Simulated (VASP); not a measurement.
Wanted: the native input for a VASP 6.6.1 run.

| Property | Result |
| --- | --- |
| Task | relaxation of cell and atoms |
| Functional | PBEsol |
| Potentials or basis | VASP PAW PBE potentials, release 64 (B, N) |
| Cutoff | 600 eV |
| k mesh | 10 × 10 × 10 |
| Occupations | gaussian, width 0.1 eV |
| Spin | no spin polarisation |
| Target pressure | 162 GPa |
| Dipole correction | no |
| Further INCAR settings | ALGO = Normal; EDIFF = 1e-07; IBRION = 2; EDIFFG = -0.05; NSW = 80; ISIF = 3 |

The structure of BN (Qingsongite) lies in POSCAR:

```
BN
1.0
    0.0000000000      1.8075000000      1.8075000000
    1.8075000000      0.0000000000      1.8075000000
    1.8075000000      1.8075000000      0.0000000000
B N
1 1
Direct
    0.0000000000      0.0000000000      0.0000000000
    0.2500000000      0.2500000000      0.2500000000
```

The input as run:

INCAR

```
ALGO = Normal ; EDIFF = 1E-7
EDIFFG = -0.05 ; ENCUT = 600
GGA = PS ; GGA_COMPAT = False
IBRION = 2 ; ISIF = 3
ISMEAR = 0 ; LASPH = True
LCHARG = False ; LREAL = False
LWAVE = False ; NELM = 120
NELMIN = 4 ; NSW = 80
PREC = Accurate ; PSTRESS = 1620.0
SIGMA = 0.1
```

KPOINTS

```
k-points
0
Gamma
  10 10 10
```

Potentials or basis: VASP PAW PBE potentials, release 64 (B, N).

Launch:

```sh
$ cat potpaw_PBE.64/B/POTCAR potpaw_PBE.64/N/POTCAR > POTCAR
$ mpirun -np 1 vasp_std > vasp.out
```

It gave:

```
Relaxed volume                                         : 4.51 Å³/atom
Relaxed cell                                           : a = 2.337 Å, b = 2.337 Å, c = 2.337 Å, α = 60.00°, β = 60.00°, γ = 60.00°
Space group after relaxing (to 0.05 Å)                 : F-43m (No. 216)
Energy change on relaxing (the enthalpy is what falls) : +560.1 meV/atom
Ionic steps                                            : 5
Pressure after relaxing                                : 162.7 GPa
Band gap on the k mesh                                 : 4.52 eV, indirect (least direct gap 10.02 eV)
```

Caveat: the cell is relaxed towards a set pressure, so the enthalpy falls and the energy may rise; the volume moved by over 15 % at a fixed basis, so the end points are rough; the PAW data sets were made with another functional, which shifts forces and pressure a little.

It took 9.1 s on 1 thread of Intel(R) Xeon(R) 6975P-C (Granite Rapids), with other jobs on the host, peak memory 0.12 GiB.
